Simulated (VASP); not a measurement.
Set up this calculation in VASP 6.6.1, as the native input.

- Task: single point
- Functional: PBE
- Potentials or basis: VASP PAW PBE potentials, release 64 (P)
- Cutoff: 520 eV
- k mesh: 8 × 8 × 20
- Occupations: gaussian, width 0.1 eV
- Spin: no spin polarisation
- Dipole correction: no
- Further INCAR settings: ALGO = Normal; EDIFF = 1e-06; NBANDS = 18

The structure of P lies in POSCAR:

```
P
1.0
    5.7500823928      0.0000000000      0.0000000000
    0.0000000000      5.7500823928      0.0000000000
    0.0000000000      0.0000000000      2.4032024735
P
4
Direct
    0.7006186552      0.0000000000      0.0000000000
    0.2993813448      0.0000000000      0.0000000000
    0.0000000000      0.7006186552      0.0000000000
    0.0000000000      0.2993813448      0.0000000000
```

These files were run (other wordings do the same):

INCAR

```
SYSTEM = P
ALGO = Normal ; EDIFF = 1E-6
ENCUT = 520 ; GGA = PE
ISIF = 2 ; ISMEAR = 0
LASPH = .TRUE. ; LCHARG = .FALSE.
LREAL = .FALSE. ; LWAVE = .FALSE.
NBANDS = 18 ; NELM = 80
PREC = Accurate ; SIGMA = 0.1
```

KPOINTS

```
k-points
0
G
  8 8 20
  0 0 0
```

Potentials or basis: VASP PAW PBE potentials, release 64 (P).

Run with:

```bash
$ cat potpaw_PBE.64/P/POTCAR > POTCAR
$ mpirun -np 1 vasp_std > vasp.out
```

Results of the run:

The pressure is -0.2 GPa and the largest force is 0.004 eV/Å. The band gap on the k mesh is zero (band 10 reaches 7.86 eV, above the bottom of band 11 at 3.68 eV).

Run time: 100 s on 1 thread of AMD EPYC 9R45 96-Core Processor (Zen 5), on a shared host, peak memory 0.27 GiB.
